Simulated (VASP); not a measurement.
# SiC (I-4m2) in VASP: notebook, part 2 of 2

VASP 6.6.1. Earlier steps stand in the parts before.

## (3) Single point, LDA (film at in-plane strain -0.01)

Input file INCAR:

```
ALGO     = Normal         # electronic algorithm
EDIFF    = 1E-7           # SCF threshold, eV
ENCUT    = 520            # plane-wave cutoff, eV
GGA      = CA             # functional
ISIF     = 2              # what is computed and relaxed
ISMEAR   = 0              # smearing method
LASPH    = True           # aspherical terms in the spheres
LCHARG   = True           # write CHGCAR
LELF     = True           # ELF
LREAL    = False          # projectors in reciprocal space
LVHAR    = True         
LWAVE    = False          # write WAVECAR
NBANDS   = 11             # bands
NELM     = 100            # most SCF steps
PREC     = Accurate       # precision mode
SIGMA    = 0.01           # smearing width, eV
```

Input file KPOINTS:

```
k-points
0
Gamma
  10 10 10
```

Input file POSCAR:

```
SiC
1.0
    2.1428405337      2.1428405337      0.0000000000
   -2.1428405337      2.1428405337      0.0000000000
    0.0000000000      2.1428405337      2.1795904173
Si C
1 1
Direct
    0.0000000000      0.0000000000      0.0000000000
    0.7500000000      0.2500000000      0.5000000000
```

Potentials or basis: VASP PAW LDA potentials, release 64 (Si, C).

On the command line:

```console
$ cat potpaw_LDA.64/Si/POTCAR potpaw_LDA.64/C/POTCAR > POTCAR
$ mpirun -np 1 vasp_std > vasp.out
```

Wall time 21 s (1 thread of Intel Xeon Platinum 8259CL at 2.50GHz (Skylake/Cascade Lake), shared host); peak memory 0.13 GiB.

The run converged. Its results:

- Free energy: -16.6360 eV
- Pressure: 3.5 GPa
- Band gap on the k mesh: 1.18 eV, indirect (least direct gap 4.52 eV)

Stress tensor (GPa, compression positive):
```
5.02 0.00 0.00
0.00 5.02 0.00
0.00 0.00 0.42
```

Levels at points of the mesh, in eV from the valence-band top:
```csv
k point,band 2,band 3,band 4,band 5,band 6,band 7
"(0.00, 0.00, 0.00)",-0.12,0.00,0.00,6.64,7.37,7.37
"(0.50, 0.00, 0.00)",-8.78,-1.21,-0.99,5.62,7.13,7.36
"(0.50, 0.50, 0.00)",-7.89,-3.37,-3.34,1.18,4.17,13.87
"(0.00, 0.00, 0.50)",-8.10,-3.17,-3.17,1.34,4.47,14.22
```

Caveat: the cell differs from its parent crystal (film at in-plane strain -0.01).

## (4) Single point, LDA (in-plane strain -0.005, then relaxed in part)

Input file INCAR:

```
PREC = Accurate
ENCUT = 520
EDIFF = 1E-6
ISMEAR = 0
SIGMA = 0.01
LREAL = F
LASPH = T
NELM = 100
ALGO = Normal
ISIF = 2
LWAVE = F
LCHARG = F
NBANDS = 11
```

Input file KPOINTS:

```
regular mesh
0
Gamma
  10 10 10
```

Input file POSCAR:

```
SiC
1.0
    2.1536629607      2.1536629607      0.0000000000
   -2.1536629607      2.1536629607      0.0000000000
    0.0000000000      2.1536629607      2.1720787492
Si C
1 1
Direct
    0.0000000000      0.0000000000      0.0000000000
    0.7500000000      0.2500000000      0.5000000000
```

On the command line:

```console
$ cat potpaw_LDA.64/Si/POTCAR potpaw_LDA.64/C/POTCAR > POTCAR
$ mpirun -np 1 vasp_std > vasp.out
```

It took 18 s on 1 thread of Intel Xeon Platinum 8259CL at 2.50GHz (Skylake/Cascade Lake), shared host; peak memory 0.13 GiB.

The run converged. Its results:

- Free energy: -16.6407 eV
- Pressure: 1.9 GPa
- Band gap on the k mesh: 1.24 eV, indirect (least direct gap 4.52 eV)

Stress tensor (GPa, compression positive):
```
2.69 0.00 0.00
0.00 2.69 0.00
0.00 0.00 0.43
```

Levels at points of the mesh, in eV from the valence-band top:
| k point | band 1 | band 2 | band 3 | band 4 | band 5 | band 6 | band 7 | band 8 | band 9 |
| --- | --- | --- | --- | --- | --- | --- | --- | --- | --- |
| (0.00, 0.00, 0.00) | -15.54 | -0.06 | 0.00 | 0.00 | 6.59 | 7.35 | 7.35 | 7.37 | 14.46 |
| (0.50, 0.00, 0.00) | -11.83 | -8.72 | -1.13 | -1.03 | 5.60 | 7.16 | 7.28 | 10.05 | 16.23 |
| (0.50, 0.50, 0.00) | -10.29 | -7.88 | -3.30 | -3.29 | 1.24 | 4.21 | 13.97 | 14.24 | 14.93 |
| (0.00, 0.00, 0.50) | -10.36 | -7.99 | -3.20 | -3.20 | 1.32 | 4.36 | 14.14 | 14.14 | 14.80 |

Caveat: the cell differs from its parent crystal (in-plane strain -0.005, then relaxed in part). A k mesh can miss the band edges.

## (5) Single point, LDA (in-plane strain -0.005)

Input file INCAR:

```
PREC     = Accurate       # precision mode
ENCUT    = 520            # plane-wave cutoff, eV
EDIFF    = 1E-7           # SCF threshold, eV
ISMEAR   = 0              # smearing method
SIGMA    = 0.01           # smearing width, eV
LREAL    = False          # projectors in reciprocal space
LASPH    = True           # aspherical terms in the spheres
NELM     = 100            # most SCF steps
ALGO     = Normal         # electronic algorithm
ISIF     = 2              # what is computed and relaxed
LWAVE    = False          # write WAVECAR
LCHARG   = False          # write CHGCAR
NBANDS   = 11             # bands
```

KPOINTS is that of step 4.

POSCAR: that of step 4 with these lines changed.

```diff
@@ -4,3 +4,3 @@
    -2.1536629607      2.1536629607      0.0000000000
-    0.0000000000      2.1536629607      2.1720787492
+    0.0000000000      2.1536629607      2.1709788438
 Si C
```

Potentials or basis: VASP PAW LDA potentials, release 64 (Si, C).

On the command line:

```console
$ cat potpaw_LDA.64/Si/POTCAR potpaw_LDA.64/C/POTCAR > POTCAR
$ mpirun -np 1 vasp_std > vasp.out
```

OUTCAR:

```text
PREC = Accurate
   ENCUT = 520
   EDIFF = 1E-7
   ISMEAR = 0
   LREAL = False
   LASPH = True
   NELM = 100
   ISIF = 2

 ion  position               nearest neighbor table
   1  0.000  0.000  0.000-   2 1.87   2 1.87   2 1.87   2 1.87
   2  0.750  0.250  0.500-   1 1.87   1 1.87   1 1.87   1 1.87

  LATTYP: Found a body centered tetragonal cell.
 ALAT       =     3.0457393678
 C/A-ratio  =     1.4255841237

  Lattice vectors:

 A1 = (   2.1536629607,   0.0000000000,  -2.1709788438)
 A2 = (  -2.1536629607,   0.0000000000,  -2.1709788438)
 A3 = (   0.0000000000,   2.1536629607,   2.1709788438)
[... 513 lines left out ...]
      8      19.9859      0.00000
      9      21.7462      0.00000
     10      23.9650      0.00000
     11      30.0433      0.00000

 [... further k-points ...]
[... 5 lines left out ...]
  --------------------------------------------------------------------------------------
  -------------------------------------------------------------------------------------
  Total        0.3459685      0.3459685      0.0789613      0.0000000      0.0000000     -0.0000000
  in kB       27.5236531     27.5236531      6.2817966      0.0000000      0.0000000     -0.0000000
  external PRESSURE =      20.4430342 kB  Pullay stress =       0.0000000 kB

 VOLUME and BASIS-vectors are now :
 -----------------------------------------------------------------------------
  energy-cutoff  :      520.00
  volume of cell :       20.14
      direct lattice vectors                 reciprocal lattice vectors
     2.153662961  2.153662961  0.000000000     0.232162603  0.232162603 -0.230310858
    -2.153662961  2.153662961  0.000000000    -0.232162603  0.232162603 -0.230310858
     0.000000000  2.153662961  2.170978844     0.000000000  0.000000000  0.460621716

 POSITION                                       TOTAL-FORCE (eV/Angst)
 -----------------------------------------------------------------------------------
      0.00000      0.00000      0.00000        -0.000000      0.000000      0.000000
      1.07683      3.23049      1.08549         0.000000     -0.000000      0.000000
 -----------------------------------------------------------------------------------
    total drift:                                0.000000      0.000000     -0.000000

  FREE ENERGIE OF THE ION-ELECTRON SYSTEM (eV)
  ---------------------------------------------------
  free  energy   TOTEN  =       -16.6406459108 eV

  energy  without entropy=      -16.6406459108  energy(sigma->0) =      -16.64064591
```

OSZICAR:

```text
N       E                     dE             d eps       ncg     rms          rms(c)
DAV:   1     0.113723062408E+01    0.11372E+01   -0.39934E+03  2372   0.619E+02
DAV:   2    -0.181957111973E+02   -0.19333E+02   -0.18205E+02  2829   0.109E+02
DAV:   3    -0.187567886639E+02   -0.56108E+00   -0.56012E+00  2791   0.153E+01
DAV:   4    -0.187589750609E+02   -0.21864E-02   -0.21863E-02  2560   0.124E+00
DAV:   5    -0.187589856300E+02   -0.10569E-04   -0.10569E-04  2791   0.778E-02    0.936E+00
DAV:   6    -0.167380316925E+02    0.20210E+01   -0.72795E+00  2520   0.121E+01    0.415E+00
DAV:   7    -0.166617085600E+02    0.76323E-01   -0.41975E-01  2670   0.372E+00    0.184E+00
DAV:   8    -0.166410757362E+02    0.20633E-01   -0.27413E-02  2577   0.997E-01    0.184E-01
DAV:   9    -0.166406327444E+02    0.44299E-03   -0.20833E-03  2790   0.246E-01    0.987E-02
DAV:  10    -0.166406459439E+02   -0.13200E-04   -0.12967E-04  2529   0.706E-02    0.341E-02
DAV:  11    -0.166406461903E+02   -0.24643E-06   -0.33184E-06  2756   0.114E-02    0.143E-02
DAV:  12    -0.166406459072E+02    0.28309E-06   -0.73342E-07  2547   0.412E-03    0.908E-04
DAV:  13    -0.166406459108E+02   -0.35300E-08   -0.40010E-08  1620   0.121E-03
   1 F= -.16640646E+02 E0= -.16640646E+02  d E =-.801181E-41
```

stdout:

```text
POSCAR found type information on POSCAR SiC
 POSCAR found :  2 types and       2 ions
 scaLAPACK will be used
 LDA part: xc-table for (Slater(with rela. corr.)+CA(PZ))
 , standard interpolation
 POSCAR, INCAR and KPOINTS ok, starting setup
 FFT: planning ... GRIDC
 FFT: planning ... GRID_SOFT
 FFT: planning ... GRID
 WAVECAR not read
 entering main loop
```

Wall time 20 s (1 thread of Intel Xeon Platinum 8259CL at 2.50GHz (Skylake/Cascade Lake), shared host); peak memory 0.13 GiB.

What came out:

```yaml
Free_energy: -16.6406 eV
Pressure: 2.0 GPa
Band_gap_on_the_k_mesh: 1.24 eV, indirect (least direct gap 4.52 eV)
```

Caveat: the cell differs from its parent crystal (in-plane strain -0.005). A k mesh can miss the band edges.

## (6) Overview

| cell | gap on the mesh (eV) | pressure (GPa) |
| --- | --- | --- |
| a = 3.030, b = 3.030, c = 3.055 Å, angles 60.3, 60.3, 90.0°, 2 atoms | 1.19 | 3.7 |
| a = 3.030, b = 3.030, c = 3.057 Å, angles 60.3, 60.3, 90.0°, 2 atoms | 1.18 | 3.5 |
| a = 3.046, b = 3.046, c = 3.059 Å, angles 60.1, 60.1, 90.0°, 2 atoms | 1.24 | 1.9 |
| a = 3.046, b = 3.046, c = 3.058 Å, angles 60.1, 60.1, 90.0°, 2 atoms | 1.24 | 2.0 |

Alike in all rows: task single point; level LDA; potentials or basis VASP PAW LDA potentials, release 64 (Si, C); no spin polarisation; k mesh 10 × 10 × 10; cutoff (eV) 520; smearing gaussian 0.01 eV.

Total energies depend on the potentials used, so only differences within one code and one set of settings carry meaning.
